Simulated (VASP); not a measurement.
# Ta3SiO4 (Pm-3m) in VASP: density of states with PBE

Aim: the density of states of Ta3SiO4 with PBE.

Everything below comes from runs of VASP 6.6.1. Logs are shortened: lines on timing, memory, paths and dates and some standing lists are left out, and cuts for length are marked.

## (1) The cell of the first run

The structure is cubic, space group Pm-3m (No. 221). Conventional cell: a = 4.502 Å, b = 4.502 Å, c = 4.502 Å, α = 90.00°, β = 90.00°, γ = 90.00°. Ta (site symmetry 4/mmm) has 6 O at 2.25 Å within 3.0 Å. Within 3.0 Å of Si (site symmetry m-3m) lie 6 O at 2.25 Å. Within 3.0 Å of O (site symmetry 4/mmm) lie 4 Ta at 2.25 Å and 2 Si at 2.25 Å. Within 3.0 Å of O (site symmetry m-3m) lie 6 Ta at 2.25 Å.

## (2) Density of states, PBE

Input file POSCAR:

```
Ta3SiO4
1.0
    4.5020266839      0.0000000000      0.0000000000
    0.0000000000      4.5020266839      0.0000000000
    0.0000000000      0.0000000000      4.5020266839
Ta Si O
3 1 4
Direct
    0.0000000000      0.5000000000      0.5000000000
    0.5000000000      0.0000000000      0.5000000000
    0.5000000000      0.5000000000      0.0000000000
    0.0000000000      0.0000000000      0.0000000000
    0.5000000000      0.0000000000      0.0000000000
    0.0000000000      0.5000000000      0.0000000000
    0.0000000000      0.0000000000      0.5000000000
    0.5000000000      0.5000000000      0.5000000000
```

Input file INCAR.step1:

```
SYSTEM = Ta3SiO4
ALGO = Normal
EDIFF = 1E-6
ENCUT = 520
GGA = PE
ISIF = 2
ISMEAR = 0
LASPH = .TRUE.
LCHARG = .TRUE.
LMAXMIX = 4
LREAL = .FALSE.
LWAVE = .FALSE.
NBANDS = 40
NELM = 100
PREC = Accurate
SIGMA = 0.1
```

Input file KPOINTS.step1:

```
k-points
0
G
  8 8 8
  0 0 0
```

Input file INCAR.step2:

```
SYSTEM = Ta3SiO4
ALGO = Normal
EDIFF = 1E-6
ENCUT = 520
GGA = PE
ICHARG = 11
ISIF = 2
ISMEAR = -5
LASPH = .TRUE.
LCHARG = .FALSE.
LMAXMIX = 4
LORBIT = 11
LREAL = .FALSE.
LWAVE = .FALSE.
NEDOS = 2001
NELM = 100
PREC = Accurate
SIGMA = 0.1
```

Input file KPOINTS.step2:

```
k-points
0
G
  12 12 12
  0 0 0
```

Potentials or basis: VASP PAW PBE potentials, release 64 (Ta_pv, Si, O).

The run is started by

```bash
> cat potpaw_PBE.64/Ta_pv/POTCAR potpaw_PBE.64/Si/POTCAR potpaw_PBE.64/O/POTCAR > POTCAR
> cp INCAR.step1 INCAR
> cp KPOINTS.step1 KPOINTS
> mpirun -np 1 vasp_std > vasp.out
> cp INCAR.step2 INCAR
> cp KPOINTS.step2 KPOINTS
> mpirun -np 1 vasp_std > vasp.out
```

OUTCAR:

```text
SYSTEM = Ta3SiO4
   EDIFF = 1E-6
   ENCUT = 520
   GGA = PE
   ICHARG = 11
   ISIF = 2
   ISMEAR = -5
   LASPH = .TRUE.
   LORBIT = 11
   LREAL = .FALSE.
   NELM = 100
   PREC = Accurate

 ion  position               nearest neighbor table
   1  0.000  0.500  0.500-   6 2.25   7 2.25   8 2.25   6 2.25   7 2.25   8 2.25   3 3.18   4 3.18
                             2 3.18   2 3.18   4 3.18   3 3.18   4 3.18   2 3.18   3 3.18   4 3.18
   2  0.500  0.000  0.500-   5 2.25   7 2.25   8 2.25   5 2.25   8 2.25   7 2.25   3 3.18   4 3.18
                             1 3.18   1 3.18   3 3.18   3 3.18   3 3.18   1 3.18   4 3.18   4 3.18
   3  0.500  0.500  0.000-   5 2.25   6 2.25   8 2.25   8 2.25   5 2.25   6 2.25   1 3.18   2 3.18
                             1 3.18   2 3.18   4 3.18   2 3.18   2 3.18   1 3.18   4 3.18   4 3.18
   4  0.000  0.000  0.000-   5 2.25   6 2.25   7 2.25   7 2.25   6 2.25   5 2.25   1 3.18   2 3.18
                             1 3.18   1 3.18   3 3.18   2 3.18   1 3.18   2 3.18   3 3.18   3 3.18
   5  0.500  0.000  0.000-   2 2.25   3 2.25   4 2.25   2 2.25   3 2.25   4 2.25
   6  0.000  0.500  0.000-   1 2.25   3 2.25   4 2.25   1 2.25   4 2.25   3 2.25
   7  0.000  0.000  0.500-   1 2.25   2 2.25   4 2.25   4 2.25   1 2.25   2 2.25
   8  0.500  0.500  0.500-   1 2.25   2 2.25   3 2.25   3 2.25   2 2.25   1 2.25

  LATTYP: Found a simple cubic cell.
 ALAT       =     4.5020266839

  Lattice vectors:

 A1 = (   4.5020266839,   0.0000000000,   0.0000000000)
 A2 = (   0.0000000000,   4.5020266839,   0.0000000000)
 A3 = (   0.0000000000,   0.0000000000,   4.5020266839)

Analysis of symmetry for initial positions (statically):
=====================================================================
 Subroutine PRICEL returns:
 Original cell was already a primitive cell.

 Routine SETGRP: Setting up the symmetry group for a
 simple cubic supercell.

 Subroutine GETGRP returns: Found 48 space group operations
 (whereof 48 operations were pure point group operations)
 out of a pool of 48 trial point group operations.

The static configuration has the point symmetry O_h .

Analysis of symmetry for dynamics (positions and initial velocities):
=====================================================================
 Subroutine PRICEL returns:
 Original cell was already a primitive cell.

 Routine SETGRP: Setting up the symmetry group for a
 simple cubic supercell.

 Subroutine GETGRP returns: Found 48 space group operations
 (whereof 48 operations were pure point group operations)
 out of a pool of 48 trial point group operations.

The dynamic configuration has the point symmetry O_h .

 Subroutine INISYM returns: Found 48 space group operations
 (whereof 48 operations are pure point group operations),
 and found     1 'primitive' translations

----------------------------------------------------------------------------------------

                                     Primitive cell

  volume of cell :      91.2482

  direct lattice vectors                    reciprocal lattice vectors
     4.502026684  0.000000000  0.000000000     0.222122184  0.000000000  0.000000000
     0.000000000  4.502026684  0.000000000     0.000000000  0.222122184  0.000000000
     0.000000000  0.000000000  4.502026684     0.000000000  0.000000000  0.222122184

  length of vectors
     4.502026684  4.502026684  4.502026684     0.222122184  0.222122184  0.222122184

  position of ions in fractional coordinates (direct lattice)
     0.000000000  0.500000000  0.500000000
     0.500000000  0.000000000  0.500000000
     0.500000000  0.500000000  0.000000000
     0.000000000  0.000000000  0.000000000
     0.500000000  0.000000000  0.000000000
     0.000000000  0.500000000  0.000000000
     0.000000000  0.000000000  0.500000000
     0.500000000  0.500000000  0.500000000

  ion indices of the primitive-cell ions
   primitive index   ion index
                 1           1
                 2           2
                 3           3
                 4           4
                 5           5
                 6           6
                 7           7
                 8           8

----------------------------------------------------------------------------------------

 KPOINTS: k-points

Automatic generation of k-mesh.
 Grid dimensions read from file:
 generate k-points for:   12   12   12

 Generating k-lattice:

  Cartesian coordinates                     Fractional coordinates (reciprocal lattice)
     0.018510182  0.000000000  0.000000000     0.083333333  0.000000000  0.000000000
     0.000000000  0.018510182  0.000000000     0.000000000  0.083333333  0.000000000
     0.000000000  0.000000000  0.018510182     0.000000000  0.000000000  0.083333333

  Length of vectors
     0.018510182  0.018510182  0.018510182

  Shift w.r.t. Gamma in fractional coordinates (k-lattice)
     0.000000000  0.000000000  0.000000000

 TETIRR: Found    854 inequivalent tetrahedra from    10368

 Subroutine IBZKPT returns following result:
 ===========================================

 Found     84 irreducible k-points:

 Following reciprocal coordinates:
            Coordinates               Weight
  0.000000  0.000000  0.000000      1.000000
  0.083333  0.000000  0.000000      6.000000
  0.166667  0.000000  0.000000      6.000000
  0.250000  0.000000  0.000000      6.000000
  0.333333  0.000000  0.000000      6.000000
  0.416667  0.000000  0.000000      6.000000
[... 16 lines left out ...]
  0.333333  0.333333  0.000000     12.000000
  0.416667  0.333333  0.000000     24.000000
 [... further k-points ...]
   k-points           NKPTS =     84   k-points in BZ     NKDIM =     84   number of bands    NBANDS=     36
   number of dos      NEDOS =   2001   number of ions     NIONS =      8
   total plane-waves  NPLWV =  46656
   dimension x,y,z NGX =    36 NGY =   36 NGZ =   36
   dimension x,y,z NGXF=    72 NGYF=   72 NGZF=   72
   ions per type =               3   1   4
   NGX,Y,Z   is equivalent  to a cutoff of  13.29, 13.29, 13.29 a.u.
   NGXF,Y,Z  is equivalent  to a cutoff of  26.59, 26.59, 26.59 a.u.
 SYSTEM =  Ta3SiO4
   PREC   = accura    normal or accurate (medium, high low for compatibility)
   ISTART =      0    job   : 0-new  1-cont  2-samecut
   ICHARG =     11    charge: 1-file 2-atom 10-const
   ISPIN  =      1    spin polarized calculation?
   LNONCOLLINEAR =      F non collinear calculations
   LSORBIT =      F    spin-orbit coupling
   LASPH  =      T    aspherical Exc in radial PAW
   ENCUT  =  520.0 eV  38.22 Ry    6.18 a.u.   8.37  8.37  8.37*2*pi/ulx,y,z
   NELM   =    100;   NELMIN=  2; NELMDL=  0     # of ELM steps
   EDIFF  = 0.1E-05   stopping-criterion for ELM
   LREAL  =      F    real-space projection
   EDIFFG = 0.1E-04   stopping-criterion for IOM
   NSW    =      0    number of steps for IOM
   IBRION =     -1    ionic relax: 0-MD 1-quasi-New 2-CG
   NFREE  =      0    steps in history (QN), initial steepest desc. (CG)
   ISIF   =      2    stress and relaxation
   ISYM   =      2    0-nonsym 1-usesym 2-fastsym
   POTIM  = 0.5000    time-step for ionic-motion
   TEBEG  =    0.0;   TEEND  =   0.0 temperature during run
   PSTRESS=    0.0 pullay stress
   NELECT =      61.0000    total number of electrons
   NUPDOWN=      -1.0000    fix difference up-down
   EMIN   =  10.00;   EMAX   =-10.00  energy-range for DOS
   EFERMI =   0.00;   METHOD = LEGACY
   ISMEAR =    -5;   SIGMA  =   0.10  broadening in eV -4-tet -1-fermi 0-gaus
   EFERMI_NEDOS =   21; number of points for ismear=-14 and -15
   IALGO  =     38    algorithm
   IMIX   =      4    mixing-type and parameters
     AMIX     =   0.40;   BMIX     =  1.00
     AMIX_MAG =   1.60;   BMIX_MAG =  1.00
  volume/ion in A,a.u.               =      11.41        76.97
  Fermi-wavevector in a.u.,A,eV,Ry     =   1.431452  2.705052 27.879073  2.049054
  Thomas-Fermi vector in A             =   2.551187
   LORBIT       =     11    0 simple, 1 ext, 2 COOP (PROOUT), +10 PAW based schemes
   GGA     = PE    functional components
   LHFCALC =     F    Hartree Fock is set to
   AEXX    =    0.0000 exact exchange contribution
   IVDW    =     0    specifies the selected vdW correction
   LEPSILON=     F    determine dielectric tensor
   LRPA    =     F    only Hartree local field effects (RPA)
 non-spin polarized calculation
 Fermi weights with tetrahedron method with Bloechl corrections
  energy-cutoff  :      520.00
  volume of cell :       91.25
 maximum number of plane-waves:      2517
 NGX is ok and might be reduce to    36

 number of electron      60.9999993 magnetization

 Free energy of the ion-electron system (eV)
  ---------------------------------------------------
  ext. energy  EPLUGINS =         0.00000000
  ---------------------------------------------------
  free energy    TOTEN  =       -66.08981285 eV

  energy without entropy =      -66.08981285  energy(sigma->0) =      -66.08981285

 E-fermi :   8.8893     XC(G=0): -12.5863

 val. band max:        8.8829654750   @ k =   0.2500   0.0000   0.0000
 cond. band min:       8.8138304601   @ k =   0.5000   0.1667   0.0833
 fundamental gap:     -0.0691350150
 Fermi energy:         8.8892757757

 k-point     1 :       0.0000    0.0000    0.0000
  band No.  band energies     occupation
      1     -27.5846      2.00000
      2     -27.5846      2.00000
      3     -27.5846      2.00000
      4     -27.3034      2.00000
      5     -27.3034      2.00000
      6     -27.3034      2.00000
[... 28 lines left out ...]
     35       9.3597      0.00000
     36      10.6728      0.00000

 k-point     2 :       0.0833    0.0000    0.0000
  band No.  band energies     occupation
      1     -27.5809      2.00000
      2     -27.5809      2.00000
      3     -27.5802      2.00000
      4     -27.3053      2.00000
      5     -27.3045      2.00000
      6     -27.3045      2.00000
[... 28 lines left out ...]
     35       9.5594      0.00000
     36      10.6690      0.00000

 k-point     3 :       0.1667    0.0000    0.0000
  band No.  band energies     occupation
      1     -27.5704      2.00000
      2     -27.5704      2.00000
      3     -27.5671      2.00000
      4     -27.3105      2.00000
      5     -27.3079      2.00000
      6     -27.3079      2.00000
[... 28 lines left out ...]
     35      10.1474      0.00000
     36      10.6494      0.00000

 k-point     4 :       0.2500    0.0000    0.0000
  band No.  band energies     occupation
      1     -27.5548      2.00000
      2     -27.5548      2.00000
      3     -27.5450      2.00000
      4     -27.3175      2.00000
      5     -27.3140      2.00000
      6     -27.3140      2.00000
[... 28 lines left out ...]
     35      10.4097      0.00000
     36      10.6595      0.00000

 k-point     5 :       0.3333    0.0000    0.0000
  band No.  band energies     occupation
      1     -27.5372      2.00000
      2     -27.5372      2.00000
      3     -27.5142      2.00000
      4     -27.3245      2.00000
      5     -27.3226      2.00000
      6     -27.3226      2.00000
[... 655 lines left out ...]
 k-point    22 :       0.5000    0.2500    0.0000
  band No.  band energies     occupation
      1     -27.6056      2.00000
      2     -27.5038      2.00000
      3     -27.4788      2.00000
      4     -27.3812      2.00000
      5     -27.3639      2.00000
      6     -27.3344      2.00000
[... 28 lines left out ...]
     35      10.1198      0.00000
     36      10.3473      0.00000

 k-point    23 :       0.3333    0.3333    0.0000
  band No.  band energies     occupation
      1     -27.6254      2.00000
      2     -27.4988      2.00000
      3     -27.4814      2.00000
      4     -27.4016      2.00000
      5     -27.3385      2.00000
      6     -27.3263      2.00000
[... 28 lines left out ...]
     35       9.8673      0.00000
     36      10.5153      0.00000

 k-point    24 :       0.4167    0.3333    0.0000
  band No.  band energies     occupation
      1     -27.6313      2.00000
      2     -27.5271      2.00000
      3     -27.4618      2.00000
      4     -27.3830      2.00000
      5     -27.3518      2.00000
      6     -27.3309      2.00000
[... 28 lines left out ...]
     35       9.9916      0.00000
     36      10.3723      0.00000

 [... further k-points ...]
[... 5 lines left out ...]
  --------------------------------------------------------------------------------------
  -------------------------------------------------------------------------------------
  Total        0.4819715      0.4819715      0.4819715      0.0000000     -0.0000000      0.0000000
  in kB        8.4626762      8.4626762      8.4626762      0.0000000     -0.0000000      0.0000000
  external PRESSURE =       8.4626762 kB  Pullay stress =       0.0000000 kB

 VOLUME and BASIS-vectors are now :
 -----------------------------------------------------------------------------
  energy-cutoff  :      520.00
  volume of cell :       91.25
      direct lattice vectors                 reciprocal lattice vectors
     4.502026684  0.000000000  0.000000000     0.222122184  0.000000000  0.000000000
     0.000000000  4.502026684  0.000000000     0.000000000  0.222122184  0.000000000
     0.000000000  0.000000000  4.502026684     0.000000000  0.000000000  0.222122184

 POSITION                                       TOTAL-FORCE (eV/Angst)
 -----------------------------------------------------------------------------------
      0.00000      2.25101      2.25101         0.000000      0.000000      0.000000
      2.25101      0.00000      2.25101         0.000000      0.000000      0.000000
      2.25101      2.25101      0.00000         0.000000      0.000000      0.000000
      0.00000      0.00000      0.00000         0.000000      0.000000      0.000000
      2.25101      0.00000      0.00000         0.000000      0.000000      0.000000
      0.00000      2.25101      0.00000         0.000000      0.000000      0.000000
      0.00000      0.00000      2.25101         0.000000      0.000000      0.000000
      2.25101      2.25101      2.25101         0.000000      0.000000      0.000000
 -----------------------------------------------------------------------------------
    total drift:                                0.000000     -0.000000      0.000000

  FREE ENERGIE OF THE ION-ELECTRON SYSTEM (eV)
  ---------------------------------------------------
  free  energy   TOTEN  =       -66.0898128492 eV

  energy  without entropy=      -66.0898128492  energy(sigma->0) =      -66.08981285

 total charge

# of ion       s       p       d       tot
------------------------------------------
    1        0.230   6.120   2.372   8.722
    2        0.230   6.120   2.372   8.722
    3        0.230   6.120   2.372   8.722
    4        0.971   0.521   0.000   1.492
    5        1.593   3.404   0.000   4.997
    6        1.593   3.404   0.000   4.997
    7        1.593   3.404   0.000   4.997
    8        1.566   3.459   0.000   5.025
--------------------------------------------------
tot          8.006  32.553   7.115  47.675
```

Wall time 4.3 min (1 thread of Intel Xeon 6975P-C, shared host); peak memory 0.36 GiB.

Results:

- Valence electrons inside the program's atomic spheres: Ta 8.72; Si 1.49; O 5.00, 5.03

Caveat: spin-orbit coupling is left out, which moves the levels of the heavy elements; an odd number of electrons without spin polarisation forces a metal; a magnetic or distorted state may lie lower; tetrahedron occupations give inexact forces and stress in metals.
